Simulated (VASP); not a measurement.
Si:

```
CELL_PARAMETERS angstrom
0.00000 2.71550 2.71550
2.71550 0.00000 2.71550
2.71550 2.71550 0.00000
ATOMIC_POSITIONS crystal
Si 0.00000 0.00000 0.00000
Si 0.27000 0.25000 0.24000
```

* Program: VASP 6.6.1
* Task: relaxation of the atoms
* Functional: PBE
* Potentials or basis: VASP PAW PBE potentials, release 64 (Si)
* Cutoff: 520 eV
* k mesh: 6 × 6 × 6
* Occupations: gaussian, width 0.01 eV
* Spin: no spin polarisation

At the start: pressure 2.2 GPa; volume 20.02 Å³/atom.

Q: Where does the relaxation end?

A: Over 5 steps the energy falls by 15.8 meV/atom; space group R-3m (No. 166, to 0.1 Å) before, Fd-3m (No. 227, to 0.1 Å).

The path:
```tsv
step	energy change (eV)	largest force (eV/Å)	pressure (GPa)
1	0.0000	0.9757	2.17
2	-0.0265	0.3667	2.02
3	-0.0316	0.0448	2.00
4	-0.0317	0.0111	2.00
5	-0.0317	0.0019	2.00
```

Final structure:
```
CELL_PARAMETERS angstrom
0.00000 2.71550 2.71550
2.71550 0.00000 2.71550
2.71550 2.71550 0.00000
ATOMIC_POSITIONS crystal
Si 0.01002 0.00000 0.99499
Si 0.25998 0.25000 0.24501
```
